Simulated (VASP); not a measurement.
Runs of VASP 6.6.1 on VH2. The structure is that of space group Fm-3m (No. 225), or close to it. The cells are those of the table. 

```csv
task,cell,k mesh,cutoff (eV),smearing,gap on the mesh (eV),pressure (GPa),relaxed volume (Å³/atom)
relaxation of cell and atoms,"relaxed from a = 3.020 Å, angles 60.0°, 3 atoms",8 × 8 × 8,600,gaussian 0.1 eV,none,-0.1,5.91
relaxation of cell and atoms,"relaxed from a = 2.923 Å, angles 60.0°, 3 atoms",18 × 18 × 18,600,fermi-dirac 0.15 eV,none,0.0,5.92
single point,"a = 2.906 Å, angles 60.0°, 3 atoms",18 × 18 × 18,520,fermi-dirac 0.15 eV,none,4.6,-
single point,"a = 2.926 Å, angles 60.0°, 3 atoms",18 × 18 × 18,520,fermi-dirac 0.15 eV,none,0.4,-
single point,"a = 2.924 Å, angles 60.0°, 3 atoms",8 × 8 × 8,520,gaussian 0.1 eV,none,(b),-
single point,"a = 2.945 Å, angles 60.0°, 3 atoms",18 × 18 × 18,520,fermi-dirac 0.15 eV,none,(a),-
```

Alike in all rows: level LDA; potentials or basis VASP PAW LDA potentials, release 64 (V_sv, H); no spin polarisation.

Question: Fill in the values left out.

Answer: (a) -3.4; (b) 0.3.

A gap of «none» marks levels without a gap at the run's occupations.
